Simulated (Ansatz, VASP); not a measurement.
Two plane-wave programs on C

INCAR

```
PREC = Accurate ; ENCUT = 520
EDIFF = 1E-6 ; ISMEAR = 0
SIGMA = 0.05 ; LREAL = False
LASPH = True ; NELM = 80
ALGO = Normal ; ISIF = 2
LWAVE = False ; LCHARG = False
GGA = PS ; IVDW = 12
NBANDS = 11
```

KPOINTS

```
Automatic mesh
0
Gamma
  15 15 15
```

File POSCAR:

```
C
1.0
    1.2291305633      0.7096388616      3.2835658809
   -1.2291305633      0.7096388616      3.2835658809
    0.0000000000     -1.4192777231      3.2835658809
C
2
Direct
    0.1665835217      0.1665835217      0.1665835217
    0.8334164783      0.8334164783      0.8334164783
```

Input for Ansatz:

```yaml
crystal:
  lattice:
    - [1.2291305633, 0.7096388616, 3.2835658809]
    - [-1.2291305633, 0.7096388616, 3.2835658809]
    - [0.0, -1.4192777231, 3.2835658809]
  atoms:
    - { symbol: C, position: [0.1665835217, 0.1665835217, 0.1665835217] }
    - { symbol: C, position: [0.8334164783, 0.8334164783, 0.8334164783] }
basis:
  ecutwfc: 520.0
kpoints:
  mp_grid: { grid: [15, 15, 15] }
hamiltonian:
  xc: pbesol
  dispersion: d3bj
scf:
  occupations: { method: gaussian, width: 0.05 }
output:
  forces: true
  stress: true
  eigenvalues: true
  write_density: true
  write_potential: true
  elf: true
  volumetric_format: npy
```

Alike in both runs: task single point; functional PBEsol; dispersion D3(BJ); k mesh 15 × 15 × 15; occupations gaussian, width 0.05 eV; no spin polarisation.

```csv
,VASP,Ansatz
version,VASP 6.6.1,Ansatz 0.2.0
potentials or method,"VASP PAW PBE potentials, release 64 (C), cutoff 520 eV","scalar-relativistic, plane waves, PAW"
valence electrons in the cell,8,8
```

|  | VASP | Ansatz | Ansatz less VASP |
| --- | --- | --- | --- |
| gap on the k mesh at the Fermi level (eV) | 0.75 | 0.75 | -0.001 |
| least direct gap on the mesh (eV) | 0.75 | 0.75 | -0.001 |
| pressure (GPa) | 0.7 | 0.0 | -0.67 |
| traceless stress, the component that is largest in VASP (GPa) | -0.79 | -0.02 | +0.772 |

VASP's potentials were made for PBE, not for PBEsol.
